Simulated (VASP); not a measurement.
Input of a VASP 6.6.1 run:

The input INCAR:

```
SYSTEM = Si4HC4
PREC     = Accurate       ! precision mode
ENCUT    = 520            ! plane-wave cutoff, eV
EDIFF    = 1E-6           ! SCF threshold, eV
ISMEAR   = 0              ! smearing method
SIGMA    = 0.05           ! smearing width, eV
LREAL    = .False.        ! projectors in reciprocal space
LASPH    = .True.         ! aspherical terms in the spheres
NELM     = 200            ! most SCF steps
ALGO     = Normal         ! electronic algorithm
ISIF     = 2              ! what is computed and relaxed
LWAVE    = .False.        ! write WAVECAR
LCHARG   = .True.         ! write CHGCAR
ISPIN    = 2              ! spin polarisation
MAGMOM   = 0 0 0 0 0 0 0 0 1 ! initial moments
LORBIT   = 11             ! projections on sites
LDIPOL   = .True.       
IDIPOL   = 3            
DIPOL    = 0.5 0.5 0.330
GGA      = PE             ! functional
LELF     = .True.         ! ELF
LVHAR    = .True.       
LVACPOTAV= .True.       
NBANDS   = 30             ! bands
GGA_COMPAT= .False.      
NELMDL   = -8
```

The input KPOINTS:

```
regular mesh
0
Gamma
  9 6 1
  0 0 0
```

The input POSCAR:

```
Si4HC4
1.0
    3.0967389835      0.0000000000      0.0000000000
    0.0000000000      4.3794502696      0.0000000000
    0.0000000000      0.0000000000     20.1332068295
Si C H
4 4 1
Direct
    0.5000000000      0.5000000000      0.1986767450
    0.0000000000      0.0000000000      0.2755829977
    0.5000000000      0.4971400051      0.3554907352
    0.0000000000      0.9498903695      0.4168952500
    0.0000000000      0.2500000000      0.1986767450
    0.5000000000      0.7500000000      0.2755829977
    0.0000000000      0.2559423864      0.3541649037
    0.5000000000      0.7547379437      0.4288043580
    0.8333333333      1.5880712770      0.4633844979
```

Potentials or basis: VASP PAW PBE potentials, release 64 (Si, C, H).

Launch:

```bash
$ cat potpaw_PBE.64/Si/POTCAR potpaw_PBE.64/C/POTCAR potpaw_PBE.64/H/POTCAR > POTCAR
$ mpirun -np 1 vasp_std > vasp.out
```

Problem. Estimate the largest force.

Solution. 3.668 eV/Å.

Problem. Predict the net moment.

Solution. 0.47 μB per cell.

Problem. Estimate the site moments.

Solution. Si +0.11, +0.01, +0.05 (each value once); C -0.01, +0.01, +0.00 (each value once); H +0.01 μB.

Forces on the atoms (eV/Å):
```
Si   0.026 -2.704  1.125
Si   0.003  0.307 -1.721
Si  -0.110  0.150 -2.113
Si   0.060  1.973  0.154
C   -0.040  1.678  0.151
C    0.010  0.528  0.830
C    0.327 -0.476  0.211
C    2.601 -2.190  1.377
H   -2.878  0.735 -0.014
```
